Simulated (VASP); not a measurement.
Ba2SrRe: relaxation of cell and atoms with PBE

Crystal: Ba2SrRe.

```
Ba Sr Re
1.0
     4.26147    0.00000    0.00000
    -2.13074    3.69054    0.00000
     0.00000    0.00000   12.59987
Ba Sr Re
2 1 1
Direct
  0.33333 0.66667 0.28391
  0.33333 0.66667 0.71609
  0.00000 0.00000 0.00000
  0.00000 0.00000 0.50000
```

The cell was generated, and may not be a known phase.

- Program: VASP 6.6.1
- Task: relaxation of cell and atoms
- Functional: PBE
- Potentials or basis: VASP PAW PBE potentials, release 64 (Ba_sv, Sr_sv, Re_sv_GW)
- Cutoff: 560 eV
- k mesh: 6 × 6 × 2
- Occupations: gaussian, width 0.1 eV
- Spin: no spin polarisation
- Dipole correction: no
- Further INCAR settings: ALGO = Normal; EDIFF = 1e-07; IBRION = 2; EDIFFG = -0.04; NSW = 90; ISIF = 3

* Relaxed volume: 42.14 Å³/atom
* Relaxed cell: a = 3.989 Å, b = 3.989 Å, c = 12.231 Å, α = 90.00°, β = 90.00°, γ = 120.00°
* Space group after relaxing (to 0.1 Å): P-6m2 (No. 187)
* Energy gained by relaxing: 342.3 meV/atom
* Ionic steps: 11
* Pressure after relaxing: 0.1 GPa
* Largest force after relaxing: 0.005 eV/Å
* Band gap on the k mesh: zero (an odd number of electrons rules out a gap without spin polarisation)

Forces on the atoms (eV/Å):
```
Ba   0.000  0.000 -0.005
Ba   0.000  0.000  0.005
Sr   0.000  0.000  0.000
Re   0.000  0.000  0.000
```

Stress tensor (GPa, compression positive):
```
 0.09  0.00  0.00
 0.00  0.09  0.00
 0.00  0.00 -0.01
```

The path:
| step | energy change (eV) | largest force (eV/Å) | pressure (GPa) | volume (Å³) |
| --- | --- | --- | --- | --- |
| 1 | 0.0000 | 1.5869 | -3.64 | 198.16 |
| 2 | -0.8399 | 1.4666 | -1.94 | 167.51 |
| 3 | -1.0423 | 0.8630 | 1.19 | 147.24 |
| 4 | -1.0455 | 0.9406 | 0.80 | 149.13 |
| 5 | -1.1544 | 0.6681 | 0.93 | 151.05 |
| 6 | -1.2927 | 0.0227 | 1.38 | 155.87 |
| 7 | -1.2983 | 0.1867 | 1.52 | 157.07 |
| 8 | -1.3555 | 0.0907 | -0.40 | 172.27 |
| 9 | -1.3574 | 0.0457 | -0.14 | 169.76 |
| 10 | -1.3631 | 0.0305 | -0.09 | 169.49 |
| 11 | -1.3694 | 0.0047 | 0.05 | 168.56 |

Final structure:
```yaml
crystal:
  lattice:
    - [3.98903, 0.00000, 0.00000]
    - [-1.99451, 3.45460, 0.00000]
    - [0.00000, 0.00000, 12.23146]
  atoms:
    - { symbol: Ba, position: [0.33333, 0.66667, 0.32082] }
    - { symbol: Ba, position: [0.33333, 0.66667, 0.67918] }
    - { symbol: Sr, position: [0.00000, 0.00000, 0.00000] }
    - { symbol: Re, position: [0.00000, 0.00000, 0.50000] }
```

Levels at points of the mesh, in eV from the Fermi level:
| k point | band 18 | band 19 | band 20 | band 21 | band 22 | band 23 | band 24 | band 25 | band 26 | band 27 |
| --- | --- | --- | --- | --- | --- | --- | --- | --- | --- | --- |
| (0.00, 0.00, 0.00) | -2.61 | -1.70 | -1.46 | -0.68 | -0.68 | -0.50 | -0.50 | 0.51 | 0.79 | 2.51 |
| (0.50, 0.00, 0.00) | -1.65 | -1.02 | -0.78 | -0.35 | -0.11 | 0.15 | 0.57 | 0.63 | 0.80 | 1.02 |
| (0.00, 0.00, 0.50) | -3.05 | -1.72 | -0.95 | -0.68 | -0.68 | -0.50 | -0.50 | -0.09 | 1.24 | 2.30 |
| (0.50, 0.00, 0.50) | -1.65 | -1.13 | -0.53 | -0.35 | -0.17 | 0.20 | 0.41 | 0.57 | 0.82 | 0.99 |

It took 16 min on 1 thread of Intel(R) Xeon(R) Platinum 8488C (Sapphire Rapids) (shared host), peak memory 0.46 GiB.

Caveat: spin-orbit coupling is left out, which moves the levels of the heavy elements.
